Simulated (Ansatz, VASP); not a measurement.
## WS2: VASP beside Ansatz

```
CELL_PARAMETERS angstrom
3.14578 0.00000 0.00000
-1.57289 2.72432 0.00000
1.01721 0.00000 16.95342
ATOMIC_POSITIONS crystal
W 0.33333 0.66667 0.00000
S 0.69655 0.33333 0.90756
S 0.63678 0.33333 0.09244
```

Alike in both runs: functional PBEsol; k mesh 12 × 12 × 2; occupations gaussian, width 0.02 eV; no spin polarisation.

Ansatz relaxed the structure, and its values are those at the end. VASP's run is a single point on that final structure, the one shown.

```csv
,VASP,Ansatz
version,VASP 6.6.1,Ansatz 0.2.0
potentials or method,"VASP PAW PBE potentials, release 64 (W_sv, S), cutoff 520 eV","scalar-relativistic, plane waves, PAW"
valence electrons in the cell,26,26
```

VASP gave:

| Property | Result |
| --- | --- |
| gap on the k mesh at the Fermi level (eV) | 1.94 |
| rms of the force components (eV/Å) | 0.008 |

Estimate Ansatz's values.

gap on the k mesh at the Fermi level (eV): 1.94; rms of the force components (eV/Å): 0.003.

VASP's potentials were made for PBE, not for PBEsol. The functional is the same, so the differences come from potentials, cutoffs and numerics. Ansatz's warnings: stress scf threshold loose.

Spin-orbit coupling is off throughout.
